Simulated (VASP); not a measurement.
Write the native input for VASP 6.6.1 that does the following.

| Quantity | Value |
| --- | --- |
| Task | single point |
| Functional | PBE |
| Dispersion | D3(BJ) |
| Potentials or basis | VASP PAW PBE potentials, release 64 (Se, In_d) |
| Cutoff | 520 eV |
| k mesh | 9 × 9 × 1 |
| Occupations | gaussian, width 0.02 eV |
| Spin | no spin polarisation |
| Dipole correction | yes |
| Further INCAR settings | ALGO = Normal; EDIFF = 1e-06; NBANDS = 27 |

The structure of InSe lies in POSCAR:

```
InSe
1.0
    3.9600000000      0.0000000000      0.0000000000
   -1.9800000000      3.4294605990      0.0000000000
    0.0000000000      0.0000000000     36.7199571806
Se In
2 2
Direct
    0.0000000000      0.0000000000      0.4250677313
    0.0000000000      0.0000000000      0.5749045073
    0.6666666667      0.3333333333      0.4611107345
    0.6666666667      0.3333333333      0.5388615635
```

The input as run:

INCAR

```
SYSTEM = InSe
ALGO = Normal
DIPOL = 0.5 0.5 0.500
EDIFF = 1E-6
ENCUT = 520
GGA = PE
IDIPOL = 3
ISIF = 2
ISMEAR = 0
IVDW = 12
LASPH = .TRUE.
LCHARG = .FALSE.
LDIPOL = .TRUE.
LREAL = .FALSE.
LWAVE = .FALSE.
NBANDS = 27
NELM = 80
PREC = Accurate
SIGMA = 0.02
```

KPOINTS

```
k-points
0
G
  9 9 1
  0 0 0
```

Potentials or basis: VASP PAW PBE potentials, release 64 (Se, In_d).

Launch:

```sh
$ cat potpaw_PBE.64/Se/POTCAR potpaw_PBE.64/In_d/POTCAR > POTCAR
$ mpirun -np 1 vasp_std > vasp.out
```

It gave:

```
Largest force              : 0.366 eV/Å
Band gap on the k mesh     : 1.84 eV, indirect (least direct gap 1.93 eV)
Dispersion energy per atom : -0.227 eV
```

Caveat: spin-orbit coupling is left out, which moves the levels of the heavy elements.

It took 5.2 min on 1 thread of AMD EPYC 9R45 (Zen 5), on a shared host, peak memory 0.56 GiB.
